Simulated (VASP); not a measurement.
# Rh (P6_3/mmc) in VASP: further runs

Runs on Rh. Level: PBE. Tasks: single point.

Everything below comes from runs of VASP 6.6.1. Logs are shortened: lines on timing, memory, paths and dates and some standing lists are left out, and cuts for length are marked.

## Step 1: The cell of the first run

It takes space group P6_3/mmc (No. 194, hexagonal). Conventional cell: a = 2.729 Å, b = 2.729 Å, c = 4.391 Å, α = 90.00°, β = 90.00°, γ = 120.00°. Within 3.6 Å of Rh (site symmetry -6m2) lie 12 Rh at 2.70 to 2.73 Å.

## Step 2: Single point, PBE

INCAR

```
SYSTEM = Rh
PREC = Accurate ; ENCUT = 520
EDIFF = 1E-7 ; ISMEAR = 0
SIGMA = 0.1 ; LREAL = .False.
LASPH = .True. ; NELM = 80
ALGO = Fast ; ISIF = 2
LWAVE = .False. ; LCHARG = .False.
GGA = PE ; NBANDS = 22
```

KPOINTS

```
Automatic mesh
0
Gamma
  18 18 10
  0 0 0
```

POSCAR

```
Rh
1.0
    2.7285189707      0.0000000000      0.0000000000
   -1.3642594853      2.3629667433      0.0000000000
    0.0000000000      0.0000000000      4.3905855509
Rh
2
Direct
    0.6666666667      0.3333333333      0.7500000000
    0.3333333333      0.6666666667      0.2500000000
```

Potentials or basis: VASP PAW PBE potentials, release 64 (Rh_pv).

Run with:

```bash
$ cat potpaw_PBE.64/Rh_pv/POTCAR > POTCAR
$ mpirun -np 1 vasp_std > vasp.out
```

OUTCAR:

```text
SYSTEM = Rh
   PREC = Accurate
   ENCUT = 520
   EDIFF = 1E-7
   ISMEAR = 0
   LREAL = .False.
   LASPH = .True.
   NELM = 80
   ISIF = 2
   GGA = PE

 ion  position               nearest neighbor table
   1  0.667  0.333  0.750-   2 2.70   2 2.70   2 2.70   2 2.70   2 2.70   2 2.70
   2  0.333  0.667  0.250-   1 2.70   1 2.70   1 2.70   1 2.70   1 2.70   1 2.70

  LATTYP: Found a hexagonal cell.
 ALAT       =     2.7285189707
 C/A-ratio  =     1.6091460598

  Lattice vectors:

 A1 = (   2.7285189707,   0.0000000000,   0.0000000000)
 A2 = (  -1.3642594853,   2.3629667433,   0.0000000000)
 A3 = (   0.0000000000,   0.0000000000,   4.3905855509)

Analysis of symmetry for initial positions (statically):
=====================================================================
 Subroutine PRICEL returns:
 Original cell was already a primitive cell.

 Routine SETGRP: Setting up the symmetry group for a
 hexagonal supercell.

 Subroutine GETGRP returns: Found 24 space group operations
 (whereof 12 operations were pure point group operations)
 out of a pool of 24 trial point group operations.

The static configuration has the point symmetry D_3d.
 The point group associated with its full space group is D_6h.

Analysis of symmetry for dynamics (positions and initial velocities):
=====================================================================
 Subroutine PRICEL returns:
 Original cell was already a primitive cell.

 Routine SETGRP: Setting up the symmetry group for a
 hexagonal supercell.

 Subroutine GETGRP returns: Found 24 space group operations
 (whereof 12 operations were pure point group operations)
 out of a pool of 24 trial point group operations.

The dynamic configuration has the point symmetry D_3d.
 The point group associated with its full space group is D_6h.

 Subroutine INISYM returns: Found 24 space group operations
 (whereof 12 operations are pure point group operations),
 and found     1 'primitive' translations

----------------------------------------------------------------------------------------

                                     Primitive cell

  volume of cell :      28.3079

  direct lattice vectors                    reciprocal lattice vectors
     2.728518971  0.000000000  0.000000000     0.366499193  0.211598408  0.000000000
    -1.364259485  2.362966743  0.000000000     0.000000000  0.423196815  0.000000000
     0.000000000  0.000000000  4.390585551     0.000000000  0.000000000  0.227760054

  length of vectors
     2.728518971  2.728518971  4.390585551     0.423196815  0.423196815  0.227760054

  position of ions in fractional coordinates (direct lattice)
     0.666666667  0.333333333  0.750000000
     0.333333333  0.666666667  0.250000000

  ion indices of the primitive-cell ions
   primitive index   ion index
                 1           1
                 2           2

----------------------------------------------------------------------------------------

 KPOINTS: Automatic mesh

Automatic generation of k-mesh.
 Grid dimensions read from file:
 generate k-points for:   18   18   10

 Generating k-lattice:

  Cartesian coordinates                     Fractional coordinates (reciprocal lattice)
     0.020361066  0.011755467  0.000000000     0.055555556  0.000000000  0.000000000
     0.000000000  0.023510934  0.000000000     0.000000000  0.055555556  0.000000000
     0.000000000  0.000000000  0.022776005     0.000000000  0.000000000  0.100000000

  Length of vectors
     0.023510934  0.023510934  0.022776005

  Shift w.r.t. Gamma in fractional coordinates (k-lattice)
     0.000000000  0.000000000  0.000000000

 Subroutine IBZKPT returns following result:
 ===========================================

 Found    222 irreducible k-points:

 Following reciprocal coordinates:
            Coordinates               Weight
  0.000000  0.000000  0.000000      1.000000
  0.055556 -0.000000  0.000000      6.000000
  0.111111 -0.000000  0.000000      6.000000
  0.166667  0.000000  0.000000      6.000000
  0.222222  0.000000  0.000000      6.000000
  0.277778 -0.000000  0.000000      6.000000
[... 16 lines left out ...]
  0.333333  0.111111  0.000000     12.000000
  0.388889  0.111111  0.000000     12.000000
 [... further k-points ...]
   k-points           NKPTS =    222   k-points in BZ     NKDIM =    222   number of bands    NBANDS=     22
   number of dos      NEDOS =    301   number of ions     NIONS =      2
   total plane-waves  NPLWV =  14400
   dimension x,y,z NGX =    20 NGY =   20 NGZ =   36
   dimension x,y,z NGXF=    40 NGYF=   40 NGZF=   72
   ions per type =               2
   NGX,Y,Z   is equivalent  to a cutoff of  12.19, 12.19, 13.63 a.u.
   NGXF,Y,Z  is equivalent  to a cutoff of  24.37, 24.37, 27.26 a.u.
 SYSTEM =  Rh
   PREC   = accura    normal or accurate (medium, high low for compatibility)
   ISTART =      0    job   : 0-new  1-cont  2-samecut
   ICHARG =      2    charge: 1-file 2-atom 10-const
   ISPIN  =      1    spin polarized calculation?
   LNONCOLLINEAR =      F non collinear calculations
   LSORBIT =      F    spin-orbit coupling
   LASPH  =      T    aspherical Exc in radial PAW
   ENCUT  =  520.0 eV  38.22 Ry    6.18 a.u.   5.07  5.07  8.16*2*pi/ulx,y,z
   NELM   =     80;   NELMIN=  2; NELMDL= -5     # of ELM steps
   EDIFF  = 0.1E-06   stopping-criterion for ELM
   LREAL  =      F    real-space projection
   EDIFFG = 0.1E-05   stopping-criterion for IOM
   NSW    =      0    number of steps for IOM
   IBRION =     -1    ionic relax: 0-MD 1-quasi-New 2-CG
   NFREE  =      0    steps in history (QN), initial steepest desc. (CG)
   ISIF   =      2    stress and relaxation
   ISYM   =      2    0-nonsym 1-usesym 2-fastsym
   POTIM  = 0.5000    time-step for ionic-motion
   TEBEG  =    0.0;   TEEND  =   0.0 temperature during run
   PSTRESS=    0.0 pullay stress
   NELECT =      30.0000    total number of electrons
   NUPDOWN=      -1.0000    fix difference up-down
   EMIN   =  10.00;   EMAX   =-10.00  energy-range for DOS
   EFERMI =   0.00;   METHOD = LEGACY
   ISMEAR =     0;   SIGMA  =   0.10  broadening in eV -4-tet -1-fermi 0-gaus
   EFERMI_NEDOS =   21; number of points for ismear=-14 and -15
   IALGO  =     68    algorithm
   IMIX   =      4    mixing-type and parameters
     AMIX     =   0.40;   BMIX     =  1.00
     AMIX_MAG =   1.60;   BMIX_MAG =  1.00
  volume/ion in A,a.u.               =      14.15        95.52
  Fermi-wavevector in a.u.,A,eV,Ry     =   1.669089  3.154121 37.903914  2.785859
  Thomas-Fermi vector in A             =   2.754823
   LORBIT       =      0    0 simple, 1 ext, 2 COOP (PROOUT), +10 PAW based schemes
   GGA     = PE    functional components
   LHFCALC =     F    Hartree Fock is set to
   AEXX    =    0.0000 exact exchange contribution
   IVDW    =     0    specifies the selected vdW correction
   LEPSILON=     F    determine dielectric tensor
   LRPA    =     F    only Hartree local field effects (RPA)
 non-spin polarized calculation
 RMM-DIIS sequential band-by-band and
 Gauss-broadening in eV      SIGMA  =   0.10
  energy-cutoff  :      520.00
  volume of cell :       28.31
 maximum number of plane-waves:       780
   NGX = 11   NGY = 11   NGZ = 17

 number of electron      30.0000011 magnetization

 Free energy of the ion-electron system (eV)
  ---------------------------------------------------
  ext. energy  EPLUGINS =         0.00000000
  ---------------------------------------------------
  free energy    TOTEN  =       -14.45054263 eV

  energy without entropy =      -14.43364714  energy(sigma->0) =      -14.44209489

 E-fermi :  11.4772     XC(G=0): -13.8436

 val. band max:       11.4765358553   @ k =   0.0000   0.0000   0.3000
 cond. band min:      11.4795824987   @ k =   0.2222   0.0556   0.4000
 fundamental gap:      0.0030466434
 Fermi energy:        11.4772025921

 k-point     1 :       0.0000    0.0000    0.0000
  band No.  band energies     occupation
      1     -35.6332      2.00000
      2     -35.0276      2.00000
      3     -35.0276      2.00000
      4     -34.9470      2.00000
      5     -34.9274      2.00000
      6     -34.9274      2.00000
[... 14 lines left out ...]
     21      29.6381      0.00000
     22      30.1588      0.00000

 k-point     2 :       0.0556   -0.0000    0.0000
  band No.  band energies     occupation
      1     -35.6267      2.00000
      2     -35.0421      2.00000
      3     -35.0324      2.00000
      4     -34.9498      2.00000
      5     -34.9425      2.00000
      6     -34.9297      2.00000
[... 14 lines left out ...]
     21      29.7566      0.00000
     22      30.2361      0.00000

 k-point     3 :       0.1111   -0.0000    0.0000
  band No.  band energies     occupation
      1     -35.6075      2.00000
      2     -35.0839      2.00000
      3     -35.0460      2.00000
      4     -34.9858      2.00000
      5     -34.9582      2.00000
      6     -34.9364      2.00000
[... 14 lines left out ...]
     21      30.0683      0.00000
     22      30.1564      0.00000

 k-point     4 :       0.1667    0.0000    0.0000
  band No.  band energies     occupation
      1     -35.5770      2.00000
      2     -35.1480      2.00000
      3     -35.0665      2.00000
      4     -35.0512      2.00000
      5     -34.9724      2.00000
      6     -34.9470      2.00000
[... 14 lines left out ...]
     21      29.9264      0.00000
     22      30.2662      0.00000

 k-point     5 :       0.2222    0.0000    0.0000
  band No.  band energies     occupation
      1     -35.5370      2.00000
      2     -35.2267      2.00000
      3     -35.1301      2.00000
      4     -35.0909      2.00000
      5     -34.9922      2.00000
      6     -34.9605      2.00000
[... 14 lines left out ...]
     21      28.8115      0.00000
     22      29.2962      0.00000

 k-point     6 :       0.2778   -0.0000    0.0000
  band No.  band energies     occupation
      1     -35.4903      2.00000
      2     -35.3107      2.00000
      3     -35.2124      2.00000
      4     -35.1164      2.00000
      5     -35.0173      2.00000
      6     -34.9753      2.00000
[... 14 lines left out ...]
     21      27.4538      0.00000
     22      28.2211      0.00000

 k-point     7 :       0.3333   -0.0000    0.0000
  band No.  band energies     occupation
      1     -35.4406      2.00000
      2     -35.3897      2.00000
      3     -35.2884      2.00000
      4     -35.1399      2.00000
      5     -35.0468      2.00000
      6     -34.9896      2.00000
[... 324 lines left out ...]
      6     -34.9840      2.00000
[... 14 lines left out ...]
     21      26.6707      0.00000
     22      29.1586      0.00000

 k-point    21 :       0.2222    0.1111    0.0000
  band No.  band energies     occupation
      1     -35.4750      2.00000
      2     -35.3084      2.00000
      3     -35.2496      2.00000
      4     -35.1167      2.00000
      5     -35.0261      2.00000
      6     -35.0041      2.00000
[... 14 lines left out ...]
     21      25.6529      0.00000
     22      28.2291      0.00000

 k-point    22 :       0.2778    0.1111    0.0000
  band No.  band energies     occupation
      1     -35.4262      2.00000
      2     -35.3814      2.00000
      3     -35.3041      2.00000
      4     -35.1524      2.00000
      5     -35.0558      2.00000
      6     -35.0223      2.00000
[... 14 lines left out ...]
     21      24.6458      0.00000
     22      27.4163      0.00000

 k-point    23 :       0.3333    0.1111    0.0000
  band No.  band energies     occupation
      1     -35.4413      2.00000
      2     -35.3787      2.00000
      3     -35.3478      2.00000
      4     -35.1812      2.00000
      5     -35.0877      2.00000
      6     -35.0369      2.00000
[... 14 lines left out ...]
     21      23.7705      0.00000
     22      26.7028      0.00000

 k-point    24 :       0.3889    0.1111    0.0000
  band No.  band energies     occupation
      1     -35.4803      2.00000
      2     -35.3763      2.00000
      3     -35.3405      2.00000
      4     -35.1997      2.00000
      5     -35.1158      2.00000
      6     -35.0464      2.00000
[... 14 lines left out ...]
     21      23.1594      0.00000
     22      26.0954      0.00000

 [... further k-points ...]
[... 5 lines left out ...]
  --------------------------------------------------------------------------------------
  -------------------------------------------------------------------------------------
  Total       -0.1682250     -0.1682250     -0.1675342     -0.0000000      0.0000000      0.0000000
  in kB       -9.5212521     -9.5212521     -9.4821535     -0.0000000      0.0000000      0.0000000
  external PRESSURE =      -9.5082192 kB  Pullay stress =       0.0000000 kB

 VOLUME and BASIS-vectors are now :
 -----------------------------------------------------------------------------
  energy-cutoff  :      520.00
  volume of cell :       28.31
      direct lattice vectors                 reciprocal lattice vectors
     2.728518971  0.000000000  0.000000000     0.366499193  0.211598408  0.000000000
    -1.364259485  2.362966743  0.000000000     0.000000000  0.423196815  0.000000000
     0.000000000  0.000000000  4.390585551     0.000000000  0.000000000  0.227760054

 POSITION                                       TOTAL-FORCE (eV/Angst)
 -----------------------------------------------------------------------------------
      1.36426      0.78766      3.29294         0.000000      0.000000      0.000000
     -0.00000      1.57531      1.09765        -0.000000     -0.000000      0.000000
 -----------------------------------------------------------------------------------
    total drift:                               -0.000000      0.000000     -0.000000

  FREE ENERGIE OF THE ION-ELECTRON SYSTEM (eV)
  ---------------------------------------------------
  free  energy   TOTEN  =       -14.4505426288 eV

  energy  without entropy=      -14.4336471429  energy(sigma->0) =      -14.44209489
```

Wall time 2 min (1 thread of AMD EPYC 7R43 (Zen 3), shared host); peak memory 0.19 GiB.

What came out:

* Free energy: -14.4505 eV
* Pressure: -1.0 GPa
* Band gap on the k mesh: zero (band 15 reaches 12.08 eV, above the bottom of band 16 at 9.77 eV)

Levels at points of the mesh, in eV from the Fermi level:
| k point | band 12 | band 13 | band 14 | band 15 | band 16 | band 17 | band 18 | band 19 |
| --- | --- | --- | --- | --- | --- | --- | --- | --- |
| (0.00, 0.00, 0.00) | -2.40 | -2.40 | -1.87 | -1.87 | 0.12 | 0.12 | 0.80 | 8.41 |
| (0.50, 0.00, 0.00) | -2.14 | -2.09 | 0.37 | 0.60 | 0.67 | 2.92 | 4.97 | 10.15 |
| (0.00, 0.00, 0.50) | -3.02 | -3.02 | -3.02 | -0.43 | -0.43 | -0.43 | -0.43 | 14.76 |
| (0.50, 0.00, 0.50) | -1.63 | -0.30 | -0.30 | 0.55 | 0.55 | 2.62 | 2.62 | 9.04 |

## Step 3: Single point, PBE

This run uses another cell than the first one, of 11.45 Å³/atom, 0.809 times its volume.

INCAR

```
PREC = Accurate
ENCUT = 520
EDIFF = 1E-6
ISMEAR = 0
SIGMA = 0.1
LREAL = False
LASPH = True
NELM = 80
ALGO = Normal
ISIF = 2
LWAVE = False
LCHARG = True
GGA = PE
LELF = True
LVHAR = True
NBANDS = 22
```

KPOINTS

```
regular mesh
0
Gamma
  18 18 10
```

POSCAR

```
Rh
1.0
    2.5384555087      0.0000000000      0.0000000000
   -1.2692277543      2.1983669569      0.0000000000
    0.0000000000      0.0000000000      4.1037095303
Rh
2
Direct
    0.6666666667      0.3333333333      0.7500000000
    0.3333333333      0.6666666667      0.2500000000
```

Potentials or basis: VASP PAW PBE potentials, release 64 (Rh_pv).

Run with:

```bash
$ cat potpaw_PBE.64/Rh_pv/POTCAR > POTCAR
$ mpirun -np 1 vasp_std > vasp.out
```

Run time: 71 s. Hardware: 1 thread of AMD EPYC 7R43 (Zen 3), shared host; peak memory 0.16 GiB.

Results (log left out):

```
Free energy            : -13.2370 eV
Pressure               : 90.2 GPa
Band gap on the k mesh : zero (band 15 reaches 16.61 eV, above the bottom of band 16 at 13.37 eV)
```

Stress tensor (GPa, compression positive):
```
90.12  0.00  0.00
 0.00 90.12  0.00
 0.00  0.00 90.28
```

Levels at points of the mesh, in eV from the Fermi level:
```tsv
k point	band 11	band 12	band 13	band 14	band 15	band 16	band 17	band 18	band 19	band 20
(0.00, 0.00, 0.00)	-4.08	-3.36	-3.36	-2.58	-2.58	0.14	0.14	0.57	10.66	15.67
(0.50, 0.00, 0.00)	-3.58	-2.95	-2.79	0.59	0.87	1.01	3.72	6.25	11.86	12.41
(0.00, 0.00, 0.50)	-4.21	-4.21	-4.14	-4.14	-0.58	-0.58	-0.58	-0.58	15.10	15.10
(0.50, 0.00, 0.50)	-2.28	-2.28	-0.48	-0.48	0.84	0.84	3.07	3.07	11.33	11.33
```
